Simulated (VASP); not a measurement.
Here is a VASP 6.6.1 calculation.

Contents of INCAR:

```
ALGO = Normal
EDIFF = 1E-7
ENCUT = 520
GGA = PE
ISIF = 2
ISMEAR = 0
LASPH = True
LCHARG = False
LREAL = False
LWAVE = False
NBANDS = 16
NELM = 80
PREC = Accurate
SIGMA = 0.05
```

File KPOINTS:

```
k-points
0
Gamma
  9 9 6
```

File POSCAR:

```
MgO
1.0
    3.6622000000      0.0000000000      0.0000000000
   -1.8311000000      3.1715582337      0.0000000000
    0.0000000000      0.0000000000      4.0698000000
Mg O
2 2
Direct
    0.6666666667      0.3333333333      0.7500000000
    0.3333333333      0.6666666667      0.2500000000
    0.6666666667      0.3333333333      0.2500000000
    0.3333333333      0.6666666667      0.7500000000
```

Potentials or basis: VASP PAW PBE potentials, release 64 (Mg, O).

Run with:

```sh
$ cat potpaw_PBE.64/Mg/POTCAR potpaw_PBE.64/O/POTCAR > POTCAR
$ mpirun -np 1 vasp_std > vasp.out
```

What does it give for the band gap on the k mesh?

3.21 eV, direct.

Predict the pressure.

-3.0 GPa.

Stress tensor (GPa, compression positive):
```
-6.85  0.00  0.00
 0.00 -6.85  0.00
 0.00  0.00  4.57
```
